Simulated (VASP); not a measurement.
# AlN (Imm2) in VASP: further runs, part 2 of 2

VASP 6.6.1. The steps go on from the part before.

**3. Single point, PBE (all N atoms moved +0.375 Å, as atom 2 along Cartesian [1 0 0])**

INCAR reads:

```
PREC = Accurate
ENCUT = 520
EDIFF = 1E-7
ISMEAR = 0
SIGMA = 0.05
LREAL = False
LASPH = True
NELM = 80
ALGO = Normal
ISIF = 2
LWAVE = False
LCHARG = False
GGA = PE
NBANDS = 11
```

KPOINTS reads:

```
regular mesh
0
Gamma
  10 10 10
```

POSCAR reads:

```
AlN
1.0
    0.0000000000      2.2015871044      2.2015871044
    2.2015871044      0.0000000000      2.2015871044
    2.2015871044      2.2015871044      0.0000000000
Al N
1 1
Direct
    0.0000000000      0.0000000000      0.0000000000
    0.6648341668      0.8351658332      0.8351658332
```

Potentials or basis: VASP PAW PBE potentials, release 64 (Al, N).

Command:

```bash
$ cat potpaw_PBE.64/Al/POTCAR potpaw_PBE.64/N/POTCAR > POTCAR
$ mpirun -np 1 vasp_std > vasp.out
```

OUTCAR:

```text
PREC = Accurate
   ENCUT = 520
   EDIFF = 1E-7
   ISMEAR = 0
   LREAL = False
   LASPH = True
   NELM = 80
   ISIF = 2
   GGA = PE

 ion  position               nearest neighbor table
   1  0.000  0.000  0.000-   2 1.72   2 1.72   2 2.15   2 2.15
   2  0.665  0.835  0.835-   1 1.72   1 1.72   1 2.15   1 2.15

  LATTYP: Found a face centered cubic cell.
 ALAT       =     4.4031742088

  Lattice vectors:

 A1 = (   0.0000000000,   2.2015871044,   2.2015871044)
 A2 = (   2.2015871044,   0.0000000000,   2.2015871044)
 A3 = (   2.2015871044,   2.2015871044,   0.0000000000)

Analysis of symmetry for initial positions (statically):
=====================================================================
 Subroutine PRICEL returns:
 Original cell was already a primitive cell.

 Routine SETGRP: Setting up the symmetry group for a
 face centered cubic supercell.

 Subroutine GETGRP returns: Found  4 space group operations
 (whereof  4 operations were pure point group operations)
 out of a pool of 48 trial point group operations.

The static configuration has the point symmetry C_2v.

Analysis of symmetry for dynamics (positions and initial velocities):
=====================================================================
 Subroutine PRICEL returns:
 Original cell was already a primitive cell.

 Routine SETGRP: Setting up the symmetry group for a
 face centered cubic supercell.

 Subroutine GETGRP returns: Found  4 space group operations
 (whereof  4 operations were pure point group operations)
 out of a pool of 48 trial point group operations.

The dynamic configuration has the point symmetry C_2v.

 Subroutine INISYM returns: Found  4 space group operations
 (whereof  4 operations are pure point group operations),
 and found     1 'primitive' translations

----------------------------------------------------------------------------------------

                                     Primitive cell

  volume of cell :      21.3421

  direct lattice vectors                    reciprocal lattice vectors
     0.000000000  2.201587104  2.201587104    -0.227108888  0.227108888  0.227108888
     2.201587104  0.000000000  2.201587104     0.227108888 -0.227108888  0.227108888
     2.201587104  2.201587104  0.000000000     0.227108888  0.227108888 -0.227108888

  length of vectors
     3.113514342  3.113514342  3.113514342     0.393364134  0.393364134  0.393364134

  position of ions in fractional coordinates (direct lattice)
     0.000000000  0.000000000  0.000000000
     0.664834167  0.835165833  0.835165833

  ion indices of the primitive-cell ions
   primitive index   ion index
                 1           1
                 2           2

----------------------------------------------------------------------------------------

 KPOINTS: regular mesh

Automatic generation of k-mesh.
 Grid dimensions read from file:
 generate k-points for:   10   10   10

 Generating k-lattice:

  Cartesian coordinates                     Fractional coordinates (reciprocal lattice)
    -0.022710889  0.022710889  0.022710889     0.100000000  0.000000000  0.000000000
     0.022710889 -0.022710889  0.022710889     0.000000000  0.100000000  0.000000000
     0.022710889  0.022710889 -0.022710889     0.000000000  0.000000000  0.100000000

  Length of vectors
     0.039336413  0.039336413  0.039336413

  Shift w.r.t. Gamma in fractional coordinates (k-lattice)
     0.000000000  0.000000000  0.000000000

 Subroutine IBZKPT returns following result:
 ===========================================

 Found    171 irreducible k-points:

 Following reciprocal coordinates:
            Coordinates               Weight
  0.000000  0.000000  0.000000      1.000000
  0.100000  0.000000  0.000000      4.000000
  0.000000  0.100000  0.000000      4.000000
  0.200000  0.000000  0.000000      4.000000
  0.000000  0.200000  0.000000      4.000000
  0.300000  0.000000  0.000000      4.000000
[... 16 lines left out ...]
  0.000000  0.400000  0.100000      4.000000
  0.100000  0.000000  0.400000      8.000000
 [... further k-points ...]
   k-points           NKPTS =    171   k-points in BZ     NKDIM =    171   number of bands    NBANDS=     11
   number of dos      NEDOS =    301   number of ions     NIONS =      2
   total plane-waves  NPLWV =  13824
   dimension x,y,z NGX =    24 NGY =   24 NGZ =   24
   dimension x,y,z NGXF=    48 NGYF=   48 NGZF=   48
   ions per type =               1   1
   NGX,Y,Z   is equivalent  to a cutoff of  12.81, 12.81, 12.81 a.u.
   NGXF,Y,Z  is equivalent  to a cutoff of  25.63, 25.63, 25.63 a.u.
 SYSTEM =  unknown system
   PREC   = accura    normal or accurate (medium, high low for compatibility)
   ISTART =      0    job   : 0-new  1-cont  2-samecut
   ICHARG =      2    charge: 1-file 2-atom 10-const
   ISPIN  =      1    spin polarized calculation?
   LNONCOLLINEAR =      F non collinear calculations
   LSORBIT =      F    spin-orbit coupling
   LASPH  =      T    aspherical Exc in radial PAW
   ENCUT  =  520.0 eV  38.22 Ry    6.18 a.u.   5.79  5.79  5.79*2*pi/ulx,y,z
   NELM   =     80;   NELMIN=  2; NELMDL= -5     # of ELM steps
   EDIFF  = 0.1E-06   stopping-criterion for ELM
   LREAL  =      F    real-space projection
   EDIFFG = 0.1E-05   stopping-criterion for IOM
   NSW    =      0    number of steps for IOM
   IBRION =     -1    ionic relax: 0-MD 1-quasi-New 2-CG
   NFREE  =      0    steps in history (QN), initial steepest desc. (CG)
   ISIF   =      2    stress and relaxation
   ISYM   =      2    0-nonsym 1-usesym 2-fastsym
   POTIM  = 0.5000    time-step for ionic-motion
   TEBEG  =    0.0;   TEEND  =   0.0 temperature during run
   PSTRESS=    0.0 pullay stress
   NELECT =       8.0000    total number of electrons
   NUPDOWN=      -1.0000    fix difference up-down
   EMIN   =  10.00;   EMAX   =-10.00  energy-range for DOS
   EFERMI =   0.00;   METHOD = LEGACY
   ISMEAR =     0;   SIGMA  =   0.05  broadening in eV -4-tet -1-fermi 0-gaus
   EFERMI_NEDOS =   21; number of points for ismear=-14 and -15
   IALGO  =     38    algorithm
   IMIX   =      4    mixing-type and parameters
     AMIX     =   0.40;   BMIX     =  1.00
     AMIX_MAG =   1.60;   BMIX_MAG =  1.00
  volume/ion in A,a.u.               =      10.67        72.01
  Fermi-wavevector in a.u.,A,eV,Ry     =   1.180390  2.230614 18.957286  1.393321
  Thomas-Fermi vector in A             =   2.316684
   LORBIT       =      0    0 simple, 1 ext, 2 COOP (PROOUT), +10 PAW based schemes
   GGA     = PE    functional components
   LHFCALC =     F    Hartree Fock is set to
   AEXX    =    0.0000 exact exchange contribution
   IVDW    =     0    specifies the selected vdW correction
   LEPSILON=     F    determine dielectric tensor
   LRPA    =     F    only Hartree local field effects (RPA)
 non-spin polarized calculation
 Gauss-broadening in eV      SIGMA  =   0.05
  energy-cutoff  :      520.00
  volume of cell :       21.34
 maximum number of plane-waves:       589
   NGX = 11   NGY = 11   NGZ = 11

 number of electron       8.0000001 magnetization

 Free energy of the ion-electron system (eV)
  ---------------------------------------------------
  ext. energy  EPLUGINS =         0.00000000
  ---------------------------------------------------
  free energy    TOTEN  =       -13.95074386 eV

  energy without entropy =      -13.95074386  energy(sigma->0) =      -13.95074386

 E-fermi :   6.7954     XC(G=0): -10.8159

 val. band max:        6.4798824427   @ k =   0.0000   0.0000   0.0000
 cond. band min:       8.9187835807   @ k =   0.5000   0.5000   0.0000
 fundamental gap:      2.4389011380
 Fermi energy:         6.7954450664

 k-point     1 :       0.0000    0.0000    0.0000
  band No.  band energies     occupation
      1      -9.1494      2.00000
      2       4.7133      2.00000
      3       5.8427      2.00000
      4       6.4799      2.00000
      5       9.4221      0.00000
      6      18.0101      0.00000
      7      18.1588      0.00000
      8      18.2593      0.00000
      9      22.8990      0.00000
     10      23.0717      0.00000
     11      23.2580      0.00000
[... 309 lines left out ...]
 k-point    24 :       0.1000    0.0000    0.4000
  band No.  band energies     occupation
      1      -7.5812      2.00000
      2       1.2271      2.00000
      3       4.1272      2.00000
      4       5.4344      2.00000
      5      12.7209      0.00000
      6      14.8894      0.00000
      7      16.8119      0.00000
      8      17.8722      0.00000
      9      22.3259      0.00000
     10      23.3808      0.00000
     11      26.1443      0.00000

 [... further k-points ...]
[... 5 lines left out ...]
  --------------------------------------------------------------------------------------
  -------------------------------------------------------------------------------------
  Total       -0.1694208      3.0864336      3.0864336      0.0000000      3.6164697      0.0000000
  in kB      -12.7186092    231.7020649    231.7020649      0.0000000    271.4924804      0.0000000
  external PRESSURE =     150.2285069 kB  Pullay stress =       0.0000000 kB

 VOLUME and BASIS-vectors are now :
 -----------------------------------------------------------------------------
  energy-cutoff  :      520.00
  volume of cell :       21.34
      direct lattice vectors                 reciprocal lattice vectors
     0.000000000  2.201587104  2.201587104    -0.227108888  0.227108888  0.227108888
     2.201587104  0.000000000  2.201587104     0.227108888 -0.227108888  0.227108888
     2.201587104  2.201587104  0.000000000     0.227108888  0.227108888 -0.227108888

 POSITION                                       TOTAL-FORCE (eV/Angst)
 -----------------------------------------------------------------------------------
      0.00000      0.00000      0.00000         4.430855      0.000000      0.000000
      3.67738      3.30238      3.30238        -4.430855     -0.000000     -0.000000
 -----------------------------------------------------------------------------------
    total drift:                               -0.000028     -0.000000     -0.000000

  FREE ENERGIE OF THE ION-ELECTRON SYSTEM (eV)
  ---------------------------------------------------
  free  energy   TOTEN  =       -13.9507438555 eV

  energy  without entropy=      -13.9507438555  energy(sigma->0) =      -13.95074386
```

stdout:

```text
POSCAR found type information on POSCAR AlN
 POSCAR found :  2 types and       2 ions
 scaLAPACK will be used
 LDA part: xc-table for (Slater+PW92), standard interpolation
 POSCAR, INCAR and KPOINTS ok, starting setup
 FFT: planning ... GRIDC
 FFT: planning ... GRID_SOFT
 FFT: planning ... GRID
 WAVECAR not read
 entering main loop
```

It took 19 s on 1 thread of AMD EPYC 9R45 (Zen 5), shared host; peak memory 0.13 GiB.

Results:

```
Free energy            : -13.9507 eV
Pressure               : 15.0 GPa
Largest force          : 4.431 eV/Å
Band gap on the k mesh : 2.44 eV, indirect (least direct gap 2.94 eV)
```

Forces in eV/Å, atoms in the order of the input:
```
Al   4.431  0.000  0.000
N   -4.431  0.000  0.000
```

Levels at points of the mesh, in eV from the valence-band top:
| k point | band 2 | band 3 | band 4 | band 5 | band 6 | band 7 |
| --- | --- | --- | --- | --- | --- | --- |
| (0.00, 0.00, 0.00) | -1.77 | -0.64 | 0.00 | 2.94 | 11.53 | 11.68 |
| (0.50, 0.00, 0.00) | -6.78 | -1.34 | -0.59 | 5.90 | 8.32 | 9.92 |
| (0.00, 0.50, 0.00) | -6.20 | -2.18 | -0.82 | 6.17 | 8.82 | 10.19 |
| (0.50, 0.50, 0.00) | -5.69 | -2.40 | -2.27 | 2.44 | 6.99 | 12.11 |
| (0.00, 0.50, 0.50) | -5.53 | -3.27 | -1.99 | 2.68 | 7.82 | 12.22 |

Caveat: the cell differs from its parent crystal (all N atoms moved +0.375 Å, as atom 2 along Cartesian [1 0 0]); forces of over 1 eV/Å act on the atoms, so gaps and moduli don't describe the material at rest. A k mesh can miss the band edges.

**4. Single point, PBE (all N atoms moved -0.250 Å, as atom 2 along Cartesian [1 0 0])**

INCAR reads:

```
SYSTEM = AlN
PREC = Accurate
ENCUT = 520
EDIFF = 1E-7
ISMEAR = 0
SIGMA = 0.05
LREAL = .FALSE.
LASPH = .TRUE.
NELM = 60
ALGO = Normal
ISIF = 2
LWAVE = .FALSE.
LCHARG = .FALSE.
GGA = PE
NBANDS = 11
```

KPOINTS reads:

```
Automatic mesh
0
G
  10 10 10
  0 0 0
```

Edit POSCAR of step 3 so:

```diff
@@ -9,2 +9,2 @@
     0.0000000000      0.0000000000      0.0000000000
-    0.6648341668      0.8351658332      0.8351658332
+    0.8067772221      0.6932227779      0.6932227779
```

Command:

```bash
$ cat potpaw_PBE.64/Al/POTCAR potpaw_PBE.64/N/POTCAR > POTCAR
$ mpirun -np 1 vasp_std > vasp.out
```

Wall time 19 s (1 thread of AMD EPYC 9R45 (Zen 5), shared host); peak memory 0.13 GiB.

It converged, with:

| Quantity | Value |
| --- | --- |
| Free energy | -14.4326 eV |
| Pressure | 6.8 GPa |
| Largest force | 3.214 eV/Å |
| Band gap on the k mesh | 2.69 eV, indirect (least direct gap 3.30 eV) |

Forces in eV/Å, atoms in the order of the input:
```
Al  -3.214  0.000  0.000
N    3.214  0.000  0.000
```

Stress tensor (GPa, compression positive):
```
 -0.50   0.00   0.00
  0.00  10.41 -16.50
  0.00 -16.50  10.41
```

Levels at points of the mesh, in eV from the valence-band top:
| k point | band 2 | band 3 | band 4 | band 5 | band 6 | band 7 |
| --- | --- | --- | --- | --- | --- | --- |
| (0.00, 0.00, 0.00) | -1.25 | -0.51 | 0.00 | 3.30 | 11.71 | 11.85 |
| (0.50, 0.00, 0.00) | -6.11 | -1.68 | -0.79 | 6.54 | 9.11 | 10.26 |
| (0.00, 0.50, 0.00) | -6.50 | -1.14 | -0.55 | 6.33 | 8.80 | 10.21 |
| (0.50, 0.50, 0.00) | -5.44 | -2.26 | -2.19 | 2.69 | 7.55 | 12.71 |
| (0.00, 0.50, 0.50) | -5.36 | -2.82 | -1.92 | 2.81 | 7.96 | 12.74 |

Caveat: the cell differs from its parent crystal (all N atoms moved -0.250 Å, as atom 2 along Cartesian [1 0 0]); forces of over 1 eV/Å act on the atoms, so gaps and moduli don't describe the material at rest.
